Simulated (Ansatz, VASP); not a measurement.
# One calculation of BN, two programs

The input INCAR:

```
PREC = Accurate
ENCUT = 520
EDIFF = 1E-6
ISMEAR = -1
SIGMA = 0.05
LREAL = False
LASPH = True
NELM = 60
ALGO = Normal
ISIF = 2
LWAVE = False
LCHARG = False
GGA = PE
NBANDS = 11
```

Contents of KPOINTS:

```
Automatic mesh
0
Gamma
  13 13 13
```

Contents of POSCAR:

```
BN
1.0
    0.0000000000      3.4953158300      2.1660912400
    1.2516321000      0.0000000000      2.1660912400
    1.2516321000      3.4953158300      0.0000000000
N B
1 1
Direct
    0.6608190000      0.6974220000      0.3268340000
    0.0070130000      0.0078650000      0.9907430000
```

Contents of input.yaml:

```yaml
crystal:
  lattice:
    - [0.0, 3.49531583, 2.16609124]
    - [1.2516321, 0.0, 2.16609124]
    - [1.2516321, 3.49531583, 0.0]
  atoms:
    - { symbol: "N", position: [0.660819, 0.697422, 0.326834] }
    - { symbol: B, position: [0.007013, 0.007865, 0.990743] }
kpoints:
  mp_grid: { grid: [13, 13, 13] }
scf:
  occupations: { method: fermi_dirac, width: 0.05 }
hamiltonian:
  xc: pbe
  pseudopotentials: { kind: all_electron, lapw: { basis_error: 0.001 } }
output:
  forces: true
  stress: true
  eigenvalues: true
  populations: true
```

Change from the starting cell: atoms moved at random, drawn with an rms of 0.05 Å.

Alike in both runs: task single point; functional PBE; k mesh 13 × 13 × 13; occupations fermi-dirac, width 0.05 eV; no spin polarisation.

```csv
,VASP,Ansatz
version,VASP 6.6.1,Ansatz 0.2.0
potentials or method,"VASP PAW PBE potentials, release 64 (N, B), cutoff 520 eV","all-electron LAPW, scalar-relativistic"
```

|  | VASP | Ansatz | Ansatz less VASP |
| --- | --- | --- | --- |
| gap on the k mesh at the Fermi level (eV) | 3.72 | 3.72 | +0.001 |
| least direct gap on the mesh (eV) | 4.65 | 4.65 | -0.001 |
| pressure (GPa) | 3.7 | 3.6 | -0.09 |
| traceless stress, the component that is largest in VASP (GPa) | 3.46 | 3.33 | -0.128 |
| rms of the force components (eV/Å) | 0.920 | 0.922 | +0.0022 |

Atom by atom the forces differ by 0.003 eV/Å (rms over components). Ansatz ran all-electron here, and VASP with PAW potentials.
